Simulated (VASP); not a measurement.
# SnSe (Fm-3m) in VASP: settings compared, part 2 of 2

VASP 6.6.1. The steps go on from the part before.

### Step 3. Single point, PBEsol+D4

This run uses another cell than the first one, of 25.65 Å³/atom, 0.941 times its volume.

File INCAR:

```
PREC = Accurate ; ENCUT = 520
EDIFF = 1E-6 ; ISMEAR = -1
SIGMA = 0.05 ; LREAL = False
LASPH = True ; NELM = 80
ALGO = Normal ; ISIF = 2
LWAVE = False ; LCHARG = False
GGA = PS ; IVDW = 13
NBANDS = 17
```

File KPOINTS:

```
Automatic mesh
0
Gamma
  8 8 8
```

File POSCAR:

```
SnSe
1.0
    0.0000000000      2.9491586553      2.9491586553
    2.9491586553      0.0000000000      2.9491586553
    2.9491586553      2.9491586553      0.0000000000
Sn Se
1 1
Direct
    0.0000000000      0.0000000000      0.0000000000
    0.5000000000      0.5000000000      0.5000000000
```

Potentials or basis: VASP PAW PBE potentials, release 64 (Sn_d, Se).

Command:

```bash
$ cat potpaw_PBE.64/Sn_d/POTCAR potpaw_PBE.64/Se/POTCAR > POTCAR
$ mpirun -np 1 vasp_std > vasp.out
```

OUTCAR:

```text
PREC = Accurate
   ENCUT = 520
   EDIFF = 1E-6
   ISMEAR = -1
   LREAL = False
   LASPH = True
   NELM = 80
   ISIF = 2
   GGA = PS
   IVDW = 13

 ion  position               nearest neighbor table
   1  0.000  0.000  0.000-   2 2.95   2 2.95   2 2.95   2 2.95   2 2.95   2 2.95
   2  0.500  0.500  0.500-   1 2.95   1 2.95   1 2.95   1 2.95   1 2.95   1 2.95

  LATTYP: Found a face centered cubic cell.
 ALAT       =     5.8983173106

  Lattice vectors:

 A1 = (   0.0000000000,   2.9491586553,   2.9491586553)
 A2 = (   2.9491586553,   0.0000000000,   2.9491586553)
 A3 = (   2.9491586553,   2.9491586553,   0.0000000000)

Analysis of symmetry for initial positions (statically):
=====================================================================
 Subroutine PRICEL returns:
 Original cell was already a primitive cell.

 Routine SETGRP: Setting up the symmetry group for a
 face centered cubic supercell.

 Subroutine GETGRP returns: Found 48 space group operations
[... 9 lines left out ...]

 Routine SETGRP: Setting up the symmetry group for a
 face centered cubic supercell.

 Subroutine GETGRP returns: Found 48 space group operations
[... 11 lines left out ...]
                                     Primitive cell

  volume of cell :      51.3008

  direct lattice vectors                    reciprocal lattice vectors
     0.000000000  2.949158655  2.949158655    -0.169539878  0.169539878  0.169539878
     2.949158655  0.000000000  2.949158655     0.169539878 -0.169539878  0.169539878
     2.949158655  2.949158655  0.000000000     0.169539878  0.169539878 -0.169539878

  length of vectors
     4.170740168  4.170740168  4.170740168     0.293651683  0.293651683  0.293651683

  position of ions in fractional coordinates (direct lattice)
     0.000000000  0.000000000  0.000000000
     0.500000000  0.500000000  0.500000000

  ion indices of the primitive-cell ions
   primitive index   ion index
                 1           1
                 2           2

[... 86 lines left out ...]
   ISMEAR =    -1;   SIGMA  =   0.05  broadening in eV -4-tet -1-fermi 0-gaus
   EFERMI_NEDOS =   21; number of points for ismear=-14 and -15
   IALGO  =     38    algorithm
   IMIX   =      4    mixing-type and parameters
     AMIX     =   0.40;   BMIX     =  1.00
     AMIX_MAG =   1.60;   BMIX_MAG =  1.00
  volume/ion in A,a.u.               =      25.65       173.10
  Fermi-wavevector in a.u.,A,eV,Ry     =   1.195942  2.260002 19.460096  1.430277
  Thomas-Fermi vector in A             =   2.331895
   LORBIT       =      0    0 simple, 1 ext, 2 COOP (PROOUT), +10 PAW based schemes
   GGA     = PS    functional components
   LHFCALC =     F    Hartree Fock is set to
   AEXX    =    0.0000 exact exchange contribution
   IVDW    =    13    specifies the selected vdW correction
   LEPSILON=     F    determine dielectric tensor
   LRPA    =     F    only Hartree local field effects (RPA)
 non-spin polarized calculation
  energy-cutoff  :      520.00
  volume of cell :       51.30
 maximum number of plane-waves:      1411
   NGX = 15   NGY = 15   NGZ = 15

 number of electron      19.9999999 magnetization

 Free energy of the ion-electron system (eV)
  ---------------------------------------------------
  ext. energy  EPLUGINS =         0.00000000
  ---------------------------------------------------
  free energy    TOTEN  =        -8.97971654 eV

  energy without entropy =       -8.97967336  energy(sigma->0) =       -8.97969495

 E-fermi :   6.4140     XC(G=0): -10.0553

 val. band max:        6.0294790954   @ k =  -0.2500   0.1250   0.0000
 cond. band min:       6.7924183481   @ k =  -0.3750   0.1250   0.0000
 fundamental gap:      0.7629392528
 Fermi energy:         6.4139939818

 k-point     1 :       0.0000    0.0000    0.0000
  band No.  band energies     occupation
      1     -15.3411      2.00000
      2     -15.3411      2.00000
      3     -15.3389      2.00000
      4     -15.3389      2.00000
      5     -15.3389      2.00000
      6      -8.1717      2.00000
[... 457 lines left out ...]
      4     -15.3275      2.00000
      5     -15.3205      2.00000
      6      -6.9124      2.00000
[... 9 lines left out ...]
     16      17.0447      0.00000
     17      17.1198      0.00000

 [... further k-points ...]

------------------------ aborting loop because EDIFF is reached ----------------------------------------

  DFT-D4 for vdW energy calculation

  Edisp (eV):   -0.47220

  FORCE on cell =-STRESS in cart. coord.  units (eV):
  Direction    XX          YY          ZZ          XY          YZ          ZX
  --------------------------------------------------------------------------------------
  -------------------------------------------------------------------------------------
  Total       0.00422     0.00422     0.00422    -0.00000     0.00000     0.00000
  in kB       0.13194     0.13194     0.13194    -0.00000     0.00000     0.00000
  external pressure =        0.13 kB  Pullay stress =        0.00 kB

 VOLUME and BASIS-vectors are now :
 -----------------------------------------------------------------------------
  energy-cutoff  :      520.00
  volume of cell :       51.30
      direct lattice vectors                 reciprocal lattice vectors
     0.000000000  2.949158655  2.949158655    -0.169539878  0.169539878  0.169539878
     2.949158655  0.000000000  2.949158655     0.169539878 -0.169539878  0.169539878
     2.949158655  2.949158655  0.000000000     0.169539878  0.169539878 -0.169539878

 POSITION                                       TOTAL-FORCE (eV/Angst)
 -----------------------------------------------------------------------------------
      0.00000      0.00000      0.00000        -0.000000      0.000000     -0.000000
      2.94916      2.94916      2.94916         0.000000     -0.000000      0.000000
 -----------------------------------------------------------------------------------
    total drift:                                0.000000     -0.000000     -0.000000

  FREE ENERGIE OF THE ION-ELECTRON SYSTEM (eV)
  ---------------------------------------------------
  free  energy   TOTEN  =        -9.4519201838 eV

  energy  without entropy=       -9.4518769944  energy(sigma->0) =       -9.45189859
```

stdout:

```text
POSCAR found type information on POSCAR SnSe
 POSCAR found :  2 types and       2 ions
 scaLAPACK will be used
 -----------------------------------------------------------------------------
|                                                                             |
|                                                                             |
|     You enforced a specific xc type in the INCAR file but a different       |
|     I HOPE YOU KNOW WHAT YOU ARE DOING!                                     |
|                                                                             |
 -----------------------------------------------------------------------------

 LDA part: xc-table for (Slater+PW92), standard interpolation
 POSCAR, INCAR and KPOINTS ok, starting setup
 FFT: planning ... GRIDC
 FFT: planning ... GRID_SOFT
 FFT: planning ... GRID
 WAVECAR not read
 entering main loop
```

It took 40 s on 1 thread of AMD EPYC 7R13, shared host; peak memory 0.15 GiB.

What came out:

| Item | Value |
| --- | --- |
| Free energy | -9.4519 eV |
| Pressure | 0.0 GPa |
| Band gap on the k mesh | 0.76 eV, indirect (least direct gap 0.92 eV) |
| Dispersion energy per atom | -0.236 eV |

Caveat: the PAW data sets were made with another functional, which shifts forces and pressure a little; spin-orbit coupling is left out, which moves the levels of the heavy elements.
